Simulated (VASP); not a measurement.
# Re2B (Pnnm) in VASP: notebook

Runs on Re2B. Level: PBE. Tasks: single point, relaxation of cell and atoms.

All numbers are computed with VASP 6.6.1; they aren't measurements. Logs are shortened: lines on timing, memory, paths and dates and some standing lists are left out, and cuts for length are marked.

## (1) The cell of the first run

Symmetry: Pnnm, No. 58, orthorhombic system. The conventional cell has a = 4.728 Å, b = 5.153 Å, c = 3.065 Å, α = 90.00°, β = 90.00°, γ = 90.00°. Re (site symmetry m) has 3 B at 2.12 to 2.15 Å and 1 Re at 2.63 Å within 2.8 Å. Within 2.8 Å of B (site symmetry 2/m) lie 6 Re at 2.12 to 2.15 Å.

## (2) Single point, PBE

The input, INCAR:

```
ALGO = Normal
EDIFF = 1E-6
ENCUT = 520
GGA = PE
ISIF = 2
ISMEAR = 0
LASPH = T
LCHARG = F
LREAL = F
LWAVE = F
NBANDS = 26
NELM = 60
PREC = Accurate
SIGMA = 0.1
```

The input, KPOINTS:

```
k-points
0
Gamma
  4 4 6
```

The input, POSCAR:

```
Re2B
1.0
    4.7275823569      0.0000000000      0.0000000000
    0.0000000000      5.1532043349      0.0000000000
    0.0000000000      0.0000000000      3.0648182050
Re B
4 2
Direct
    0.2674177135      0.8591651892      0.5000000000
    0.7674177135      0.6408348108      0.0000000000
    0.7325822865      0.1408348108      0.5000000000
    0.2325822865      0.3591651892      0.0000000000
    0.5000000000      0.5000000000      0.5000000000
    0.0000000000      0.0000000000      0.0000000000
```

Potentials or basis: VASP PAW PBE potentials, release 64 (Re, B).

On the command line:

```
> cat potpaw_PBE.64/Re/POTCAR potpaw_PBE.64/B/POTCAR > POTCAR
> mpirun -np 1 vasp_std > vasp.out
```

OUTCAR:

```text
EDIFF = 1E-6
   ENCUT = 520
   GGA = PE
   ISIF = 2
   ISMEAR = 0
   LASPH = T
   LREAL = F
   NELM = 60
   PREC = Accurate

 ion  position               nearest neighbor table
   1  0.267  0.859  0.500-   6 2.12   6 2.12   5 2.15   3 2.63   3 2.92   4 3.00   4 3.00   4 3.00
                             4 3.00   2 3.03   2 3.03   2 3.03   2 3.03
   2  0.767  0.641  0.000-   5 2.12   5 2.12   6 2.15   4 2.63   4 2.92   3 3.00   3 3.00   3 3.00
                             3 3.00   1 3.03   1 3.03   1 3.03   1 3.03
   3  0.733  0.141  0.500-   6 2.12   6 2.12   5 2.15   1 2.63   1 2.92   2 3.00   2 3.00   2 3.00
                             2 3.00   4 3.03   4 3.03   4 3.03   4 3.03
   4  0.233  0.359  0.000-   5 2.12   5 2.12   6 2.15   2 2.63   2 2.92   1 3.00   1 3.00   1 3.00
                             1 3.00   3 3.03   3 3.03   3 3.03   3 3.03
   5  0.500  0.500  0.500-   2 2.12   4 2.12   2 2.12   4 2.12   3 2.15   1 2.15
   6  0.000  0.000  0.000-   1 2.12   3 2.12   1 2.12   3 2.12   2 2.15   4 2.15

  LATTYP: Found a simple orthorhombic cell.
 ALAT       =     3.0648182050
 B/A-ratio  =     1.5425327183
 C/A-ratio  =     1.6814062010

  Lattice vectors:

 A1 = (   0.0000000000,   0.0000000000,   3.0648182050)
 A2 = (   4.7275823569,   0.0000000000,   0.0000000000)
 A3 = (   0.0000000000,   5.1532043349,   0.0000000000)

Analysis of symmetry for initial positions (statically):
=====================================================================
 Subroutine PRICEL returns:
 Original cell was already a primitive cell.

 Routine SETGRP: Setting up the symmetry group for a
 simple orthorhombic supercell.

 Subroutine GETGRP returns: Found  8 space group operations
 (whereof  4 operations were pure point group operations)
 out of a pool of  8 trial point group operations.

The static configuration has the point symmetry C_2h.
 The point group associated with its full space group is D_2h.

Analysis of symmetry for dynamics (positions and initial velocities):
=====================================================================
 Subroutine PRICEL returns:
 Original cell was already a primitive cell.

 Routine SETGRP: Setting up the symmetry group for a
 simple orthorhombic supercell.

 Subroutine GETGRP returns: Found  8 space group operations
 (whereof  4 operations were pure point group operations)
 out of a pool of  8 trial point group operations.

The dynamic configuration has the point symmetry C_2h.
 The point group associated with its full space group is D_2h.

 Subroutine INISYM returns: Found  8 space group operations
 (whereof  4 operations are pure point group operations),
 and found     1 'primitive' translations

----------------------------------------------------------------------------------------

                                     Primitive cell

  volume of cell :      74.6657

  direct lattice vectors                    reciprocal lattice vectors
     4.727582357  0.000000000  0.000000000     0.211524607  0.000000000  0.000000000
     0.000000000  5.153204335  0.000000000     0.000000000  0.194054017  0.000000000
     0.000000000  0.000000000  3.064818205     0.000000000  0.000000000  0.326283627

  length of vectors
     4.727582357  5.153204335  3.064818205     0.211524607  0.194054017  0.326283627

  position of ions in fractional coordinates (direct lattice)
     0.267417714  0.859165189  0.500000000
     0.767417714  0.640834811  0.000000000
     0.732582286  0.140834811  0.500000000
     0.232582286  0.359165189  0.000000000
     0.500000000  0.500000000  0.500000000
     0.000000000  0.000000000  0.000000000

  ion indices of the primitive-cell ions
   primitive index   ion index
                 1           1
                 2           2
                 3           3
                 4           4
                 5           5
                 6           6

----------------------------------------------------------------------------------------

 KPOINTS: k-points

Automatic generation of k-mesh.
 Grid dimensions read from file:
 generate k-points for:    4    4    6

 Generating k-lattice:

  Cartesian coordinates                     Fractional coordinates (reciprocal lattice)
     0.052881152  0.000000000  0.000000000     0.250000000  0.000000000  0.000000000
     0.000000000  0.048513504  0.000000000     0.000000000  0.250000000  0.000000000
     0.000000000  0.000000000  0.054380604     0.000000000  0.000000000  0.166666667

  Length of vectors
     0.052881152  0.048513504  0.054380604

  Shift w.r.t. Gamma in fractional coordinates (k-lattice)
     0.000000000  0.000000000  0.000000000

 Subroutine IBZKPT returns following result:
 ===========================================

 Found     36 irreducible k-points:

 Following reciprocal coordinates:
            Coordinates               Weight
  0.000000  0.000000  0.000000      1.000000
  0.250000  0.000000  0.000000      2.000000
[... 40 lines left out ...]
   EFERMI =   0.00;   METHOD = LEGACY
   ISMEAR =     0;   SIGMA  =   0.10  broadening in eV -4-tet -1-fermi 0-gaus
   EFERMI_NEDOS =   21; number of points for ismear=-14 and -15
   IALGO  =     38    algorithm
   IMIX   =      4    mixing-type and parameters
     AMIX     =   0.40;   BMIX     =  1.00
     AMIX_MAG =   1.60;   BMIX_MAG =  1.00
  volume/ion in A,a.u.               =      12.44        83.98
  Fermi-wavevector in a.u.,A,eV,Ry     =   1.259488  2.380087 21.583062  1.586310
  Thomas-Fermi vector in A             =   2.393045
   LORBIT       =      0    0 simple, 1 ext, 2 COOP (PROOUT), +10 PAW based schemes
   GGA     = PE    functional components
   LHFCALC =     F    Hartree Fock is set to
   AEXX    =    0.0000 exact exchange contribution
   IVDW    =     0    specifies the selected vdW correction
   LEPSILON=     F    determine dielectric tensor
   LRPA    =     F    only Hartree local field effects (RPA)
 non-spin polarized calculation
 Gauss-broadening in eV      SIGMA  =   0.10
  energy-cutoff  :      520.00
  volume of cell :       74.67
 maximum number of plane-waves:      2036
 NGX is ok and might be reduce to    36
   NGX = 17   NGY = 19   NGZ = 11

 number of electron      34.0000000 magnetization

 Free energy of the ion-electron system (eV)
  ---------------------------------------------------
  ext. energy  EPLUGINS =         0.00000000
  ---------------------------------------------------
  free energy    TOTEN  =       -62.79148140 eV

  energy without entropy =      -62.76936170  energy(sigma->0) =      -62.78042155

 E-fermi :   7.8920     XC(G=0): -13.2097

 val. band max:        7.8893160560   @ k =   0.2500   0.0000   0.3333
 cond. band min:       7.9273937915   @ k =   0.2500   0.2500   0.3333
 fundamental gap:      0.0380777354
 Fermi energy:         7.8920105798

 k-point     1 :       0.0000    0.0000    0.0000
  band No.  band energies     occupation
      1      -4.2925      2.00000
      2      -0.5626      2.00000
      3       0.1106      2.00000
      4       0.8207      2.00000
      5       2.5225      2.00000
      6       2.5719      2.00000
[... 18 lines left out ...]
     25      11.5610      0.00000
     26      12.1798      0.00000

 k-point     2 :       0.2500    0.0000    0.0000
  band No.  band energies     occupation
      1      -3.8270      2.00000
      2      -1.3604      2.00000
      3       0.3911      2.00000
      4       0.4347      2.00000
      5       2.4728      2.00000
      6       2.7663      2.00000
[... 18 lines left out ...]
     25      12.0424      0.00000
     26      12.5642      0.00000

 k-point     3 :       0.5000    0.0000    0.0000
  band No.  band energies     occupation
      1      -2.6641      2.00000
      2      -2.6641      2.00000
      3       0.3311      2.00000
      4       0.3311      2.00000
      5       2.7658      2.00000
      6       2.7658      2.00000
[... 572 lines left out ...]
 k-point    23 :       0.2500    0.2500    0.3333
  band No.  band energies     occupation
      1      -2.0574      2.00000
      2      -1.0438      2.00000
      3       0.7958      2.00000
      4       1.4925      2.00000
      5       2.4138      2.00000
      6       2.5129      2.00000
[... 18 lines left out ...]
     25      12.5155      0.00000
     26      13.0820      0.00000

 k-point    24 :       0.5000    0.2500    0.3333
  band No.  band energies     occupation
      1      -1.5806      2.00000
      2      -1.5806      2.00000
      3       1.3179      2.00000
      4       1.3179      2.00000
      5       2.3557      2.00000
      6       2.3557      2.00000
[... 18 lines left out ...]
     25      13.0783      0.00000
     26      13.0878      0.00000

 [... further k-points ...]

------------------------ aborting loop because EDIFF is reached ----------------------------------------

  FORCE on cell =-STRESS in cart. coord.  units (eV):
  Direction    XX          YY          ZZ          XY          YZ          ZX
  --------------------------------------------------------------------------------------
  -------------------------------------------------------------------------------------
  Total        0.2997699      0.5372924      0.7063006     -0.0000000      0.0000000      0.0000000
  in kB        6.4324639     11.5292243     15.1558031     -0.0000000      0.0000000      0.0000000
  external PRESSURE =      11.0391638 kB  Pullay stress =       0.0000000 kB

 VOLUME and BASIS-vectors are now :
 -----------------------------------------------------------------------------
  energy-cutoff  :      520.00
  volume of cell :       74.67
      direct lattice vectors                 reciprocal lattice vectors
     4.727582357  0.000000000  0.000000000     0.211524607  0.000000000  0.000000000
     0.000000000  5.153204335  0.000000000     0.000000000  0.194054017  0.000000000
     0.000000000  0.000000000  3.064818205     0.000000000  0.000000000  0.326283627

 POSITION                                       TOTAL-FORCE (eV/Angst)
 -----------------------------------------------------------------------------------
      1.26424      4.42745      1.53241         0.062524      0.036762     -0.000000
      3.62803      3.30235      0.00000         0.062524     -0.036762     -0.000000
      3.46334      0.72575      1.53241        -0.062524     -0.036762      0.000000
      1.09955      1.85085      0.00000        -0.062524      0.036762      0.000000
      2.36379      2.57660      1.53241         0.000000     -0.000000      0.000000
      0.00000      0.00000      0.00000         0.000000     -0.000000      0.000000
 -----------------------------------------------------------------------------------
    total drift:                                0.000000      0.000000      0.000000

  FREE ENERGIE OF THE ION-ELECTRON SYSTEM (eV)
  ---------------------------------------------------
  free  energy   TOTEN  =       -62.7914813966 eV

  energy  without entropy=      -62.7693617008  energy(sigma->0) =      -62.78042155
```

Run time: 72 s. Hardware: 1 thread of Intel Xeon 6975P-C (Granite Rapids), shared host; peak memory 0.2 GiB.

What came out:

- Free energy: -62.7915 eV
- Pressure: 1.1 GPa
- Largest force: 0.073 eV/Å
- Band gap on the k mesh: zero (band 17 reaches 9.35 eV, above the bottom of band 18 at 6.99 eV)

Forces on the atoms (eV/Å):
```
Re   0.063  0.037  0.000
Re   0.063 -0.037  0.000
Re  -0.063 -0.037  0.000
Re  -0.063  0.037  0.000
B    0.000  0.000  0.000
B    0.000  0.000  0.000
```

Caveat: spin-orbit coupling is left out, which moves the levels of the heavy elements.

## (3) Single point, PBE

The input, INCAR:

```
ALGO = Normal
EDIFF = 1E-6
ENCUT = 500
GGA = PE
GGA_COMPAT = F
ISIF = 2
ISMEAR = 0
LASPH = T
LCHARG = F
LREAL = F
LWAVE = F
NBANDS = 42
NELM = 120
PREC = Accurate
SIGMA = 0.1
```

KPOINTS is that of step 2.

POSCAR is that of step 2.

Potentials or basis: VASP PAW PBE potentials, release 64 (Re_sv_GW, B).

On the command line:

```
> cat potpaw_PBE.64/Re_sv_GW/POTCAR potpaw_PBE.64/B/POTCAR > POTCAR
> mpirun -np 1 vasp_std > vasp.out
```

It took 63 s on 1 thread of AMD EPYC 9R45 (Zen 5), shared host; peak memory 0.2 GiB.

Results (log left out):

```
Free energy            : -69.4056 eV
Pressure               : -1.7 GPa
Largest force          : 0.010 eV/Å
Band gap on the k mesh : zero (band 33 reaches 13.46 eV, above the bottom of band 34 at 11.10 eV)
```

Forces in eV/Å, atoms in the order of the input:
```
Re  -0.008 -0.006  0.000
Re  -0.008  0.006  0.000
Re   0.008  0.006  0.000
Re   0.008 -0.006  0.000
B    0.000  0.000  0.000
B    0.000  0.000  0.000
```

Stress tensor (GPa, compression positive):
```
-2.03  0.00  0.00
 0.00 -1.65  0.00
 0.00  0.00 -1.54
```

Levels at points of the mesh, in eV from the Fermi level:
```tsv
k point	band 31	band 32	band 33	band 34	band 35	band 36
(0.00, 0.00, 0.00)	-1.93	-1.34	-1.13	-0.89	0.61	1.36
(0.50, 0.00, 0.00)	-1.68	-1.68	0.24	0.24	0.45	0.45
(0.00, 0.50, 0.00)	-1.11	-1.11	-0.52	-0.52	-0.20	-0.20
(0.50, 0.50, 0.00)	-1.60	-1.60	0.18	0.18	0.51	0.51
(0.00, 0.00, 0.50)	0.19	0.19	1.19	1.19	1.63	1.63
(0.50, 0.00, 0.50)	-0.86	-0.86	-0.86	-0.86	1.74	1.74
(0.00, 0.50, 0.50)	1.09	1.09	1.48	1.48	1.74	1.74
(0.50, 0.50, 0.50)	-0.39	-0.39	0.56	0.56	1.65	1.65
```

Caveat: spin-orbit coupling is left out, which moves the levels of the heavy elements.

## (4) Relaxation of cell and atoms, PBE

This run uses another cell than the first one, of 12.35 Å³/atom, 0.993 times its volume.

The input, INCAR:

```
PREC = Accurate
ENCUT = 600
EDIFF = 1E-6
ISMEAR = 0
SIGMA = 0.1
LREAL = F
LASPH = T
NELM = 60
ALGO = Normal
ISIF = 3
LWAVE = F
LCHARG = F
GGA = PE
IBRION = 2
NSW = 90
EDIFFG = -0.04
```

The input, KPOINTS:

```
Automatic mesh
0
Gamma
  4 4 6
```

The input, POSCAR:

```
Re2B
1.0
    4.7454392335      0.0000000000      0.0000000000
    0.0000000000      4.8899317742      0.0000000000
    0.0000000000      0.0000000000      3.1940456379
Re B
4 2
Direct
    0.2250000000      0.8250000000      0.5000000000
    0.7250000000      0.6750000000      0.0000000000
    0.7750000000      0.1750000000      0.5000000000
    0.2750000000      0.3250000000      0.0000000000
    0.5000000000      0.5000000000      0.5000000000
    0.0000000000      0.0000000000      0.0000000000
```

Potentials or basis: VASP PAW PBE potentials, release 64 (Re, B).

On the command line:

```
> cat potpaw_PBE.64/Re/POTCAR potpaw_PBE.64/B/POTCAR > POTCAR
> mpirun -np 1 vasp_std > vasp.out
```

It took 26 min on 1 thread of Oxide Virtual Turin-like, shared host; peak memory 0.23 GiB.

It converged, with:

```yaml
Free_energy: -62.7974 eV
Relaxed_volume: 12.49 Å³/atom
Relaxed_cell: a = 4.726 Å, b = 5.161 Å, c = 3.073 Å, α = 90.00°, β = 90.00°, γ = 90.00°
Space_group_after_relaxing_to_0.05_Å: Pnnm (No. 58)
Energy_gained_by_relaxing: 237.4 meV/atom
Ionic_steps: 18
Pressure_after_relaxing: 0.0 GPa
Largest_force_after_relaxing: 0.014 eV/Å
Band_gap_on_the_k_mesh: zero (band 17 reaches 9.28 eV, above the bottom of band 18 at 6.96 eV)
```

Forces in eV/Å, atoms in the order of the input:
```
Re   0.014  0.003  0.000
Re   0.014 -0.003  0.000
Re  -0.014 -0.003  0.000
Re  -0.014  0.003  0.000
B    0.000  0.000  0.000
B    0.000  0.000  0.000
```

Stress tensor (GPa, compression positive):
```
-0.05  0.00  0.00
 0.00 -0.08  0.00
 0.00  0.00  0.11
```

Step by step:
| step | energy change (eV) | largest force (eV/Å) | pressure (GPa) | volume (Å³) |
| --- | --- | --- | --- | --- |
| 1 | 0.0000 | 1.5921 | 11.98 | 74.12 |
| 2 | -0.0953 | 0.6238 | -27.11 | 84.23 |
| 3 | -0.4965 | 1.0949 | -11.85 | 79.28 |
| 4 | -0.9791 | 1.0183 | 0.78 | 75.13 |
| 5 | -0.9969 | 1.0078 | -1.56 | 75.72 |
| 6 | -1.2189 | 0.6614 | 5.31 | 73.64 |
| 7 | -1.2223 | 0.6724 | 6.58 | 73.34 |
| 8 | -1.2365 | 0.8844 | -7.65 | 76.60 |
| 9 | -1.2907 | 0.6957 | -1.48 | 75.03 |
| 10 | -1.3572 | 0.4014 | -1.06 | 74.93 |
| 11 | -1.3925 | 0.0157 | 0.37 | 74.78 |
| 12 | -1.4098 | 0.2970 | 0.52 | 74.97 |
| 13 | -1.4152 | 0.1930 | 0.39 | 74.92 |
| 14 | -1.4222 | 0.1069 | -1.14 | 75.21 |
| 15 | -1.4222 | 0.1044 | -1.03 | 75.19 |
| 16 | -1.4210 | 0.0392 | 1.98 | 74.50 |
| 17 | -1.4239 | 0.0652 | 0.26 | 74.89 |
| 18 | -1.4243 | 0.0140 | -0.01 | 74.96 |

Final structure:
```yaml
crystal:
  lattice:
    - [4.72581, 0.00000, 0.00000]
    - [0.00000, 5.16134, 0.00000]
    - [0.00000, 0.00000, 3.07328]
  atoms:
    - { symbol: Re, position: [0.26804, 0.86011, 0.50000] }
    - { symbol: Re, position: [0.76804, 0.63989, 0.00000] }
    - { symbol: Re, position: [0.73196, 0.13989, 0.50000] }
    - { symbol: Re, position: [0.23196, 0.36011, 0.00000] }
    - { symbol: B, position: [0.50000, 0.50000, 0.50000] }
    - { symbol: B, position: [0.00000, 0.00000, 0.00000] }
```

Levels at points of the mesh, in eV from the Fermi level:
```
           k point  band 14  band 15  band 16  band 17  band 18  band 19  band 20  band 21
(0.00, 0.00, 0.00)    -2.23    -1.95    -1.32    -1.10    -0.88     0.63     1.30     1.78
(0.50, 0.00, 0.00)    -1.81    -1.67    -1.67     0.22     0.22     0.43     0.43     1.80
(0.00, 0.50, 0.00)    -2.97    -1.12    -1.12    -0.53    -0.53    -0.18    -0.18     1.16
(0.50, 0.50, 0.00)    -2.93    -1.62    -1.62     0.16     0.16     0.55     0.55     0.95
(0.00, 0.00, 0.50)    -2.77     0.18     0.18     1.17     1.17     1.65     1.65     1.73
(0.50, 0.00, 0.50)    -2.84    -0.87    -0.87    -0.81    -0.81     1.72     1.72     1.80
(0.00, 0.50, 0.50)    -3.03     1.05     1.05     1.43     1.43     1.68     1.68     2.68
(0.50, 0.50, 0.50)    -1.05    -0.36    -0.36     0.59     0.59     1.61     1.61     1.70
```

Caveat: spin-orbit coupling is left out, which moves the levels of the heavy elements.

## (5) Summary

| task | potentials or basis | cell | cutoff (eV) | second run | gap on the mesh (eV) | pressure (GPa) | largest force (eV/Å) |
| --- | --- | --- | --- | --- | --- | --- | --- |
| single point | VASP PAW PBE potentials, release 64 (Re, B) | a = 4.728, b = 5.153, c = 3.065 Å, 6 atoms | 520 | - | none | 1.1 | 0.07 |
| single point | VASP PAW PBE potentials, release 64 (Re_sv_GW, B) | a = 4.728, b = 5.153, c = 3.065 Å, 6 atoms | 500 | valence_matched | none | -1.7 | 0.01 |
| relaxation of cell and atoms | VASP PAW PBE potentials, release 64 (Re, B) | relaxed from a = 4.745, b = 4.890, c = 3.194 Å, 6 atoms | 600 | - | none | 0.0 | 0.01 |

Alike in all rows: level PBE; no spin polarisation; k mesh 4 × 4 × 6; smearing gaussian 0.1 eV.

Caveats: spin-orbit coupling is left out, which moves the levels of the heavy elements.

Absolute energies hang on the potentials; compare differences alone.
